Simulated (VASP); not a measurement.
Here is a VASP 6.6.1 calculation.

The input INCAR:

```
SYSTEM = KPt
PREC = Accurate ; ENCUT = 520
EDIFF = 1E-7 ; ISMEAR = -1
SIGMA = 0.1 ; LREAL = .FALSE.
LASPH = .TRUE. ; NELM = 100
ALGO = Normal ; ISIF = 2
LWAVE = .FALSE. ; LCHARG = .FALSE.
GGA = PE ; NBANDS = 16
```

Contents of KPOINTS:

```
regular mesh
0
G
  11 11 6
  0 0 0
```

POSCAR

```
KPt
1.0
    3.0692936846      0.0000000000      0.0000000000
   -1.5346473537      2.6580865737      0.0000000000
    0.0000000000      0.0000000000      5.4675059395
K Pt
1 1
Direct
    0.3333333333      0.6666666667      0.5000000000
    0.0000000000      0.0000000000      0.0000000000
```

Potentials or basis: VASP PAW PBE potentials, release 64 (K_sv, Pt).

Command:

```bash
$ cat potpaw_PBE.64/K_sv/POTCAR potpaw_PBE.64/Pt/POTCAR > POTCAR
$ mpirun -np 1 vasp_std > vasp.out
```

Task: What does it give for the pressure?

Result: -3.0 GPa.

Stress tensor (GPa, compression positive):
```
-2.82  0.00  0.00
 0.00 -2.82  0.00
 0.00  0.00 -3.32
```
